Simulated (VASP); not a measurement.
Wanted: the native input for a VASP 6.6.1 run.

```
Task                   : relaxation of cell and atoms
Functional             : PBE
Potentials or basis    : VASP PAW PBE potentials, release 64 (Bi_d, Te)
Cutoff                 : 600 eV
k mesh                 : 4 × 4 × 12
Occupations            : gaussian, width 0.1 eV
Spin                   : no spin polarisation
Dipole correction      : no
Further INCAR settings : ALGO = Normal; EDIFF = 1e-06; IBRION = 2; EDIFFG = -0.01; NSW = 100; ISIF = 3
```

The structure of Bi2Te5 lies in POSCAR:

```
Bi2Te5
1.0
    9.0373416011      0.0000000000      0.0000000000
    0.0000000000      9.0373416011      0.0000000000
    0.0000000000      0.0000000000      3.2381487575
Bi Te
2 5
Direct
    0.5000000000      0.0000000000      0.0000000000
    0.0000000000      0.5000000000      0.0000000000
    0.7301996152      0.7301996152      0.0000000000
    0.2698003848      0.2698003848      0.0000000000
    0.2698003848      0.7301996152      0.0000000000
    0.7301996152      0.2698003848      0.0000000000
    0.5000000000      0.5000000000      0.5000000000
```

The cell was generated, and may not be a known phase.

One way to write it, as run:

INCAR

```
PREC = Accurate ; ENCUT = 600
EDIFF = 1E-6 ; ISMEAR = 0
SIGMA = 0.1 ; LREAL = False
LASPH = True ; NELM = 60
ALGO = Normal ; ISIF = 3
LWAVE = False ; LCHARG = False
GGA = PE ; IBRION = 2
NSW = 100 ; EDIFFG = -0.01
```

KPOINTS

```
regular mesh
0
Gamma
  4 4 12
```

Potentials or basis: VASP PAW PBE potentials, release 64 (Bi_d, Te).

The run is started by

```bash
$ cat potpaw_PBE.64/Bi_d/POTCAR potpaw_PBE.64/Te/POTCAR > POTCAR
$ mpirun -np 1 vasp_std > vasp.out
```

It gave:

```
Relaxed volume                        : 36.87 Å³/atom
Relaxed cell                          : a = 8.935 Å, b = 8.935 Å, c = 3.233 Å, α = 90.00°, β = 90.00°, γ = 90.00°
Space group after relaxing (to 0.1 Å) : P4/mmm (No. 123)
Energy gained by relaxing             : 6.8 meV/atom
Ionic steps                           : 15
Pressure after relaxing               : 0.0 GPa
Largest force after relaxing          : 0.003 eV/Å
Band gap on the k mesh                : zero (bands 30 and 31 overlap by 2.46 eV)
```

Caveat: spin-orbit coupling is left out, which moves the levels of the heavy elements.

Run time: 33 min on 1 thread of Intel(R) Xeon(R) 6975P-C (Granite Rapids), on a shared host, peak memory 0.68 GiB.
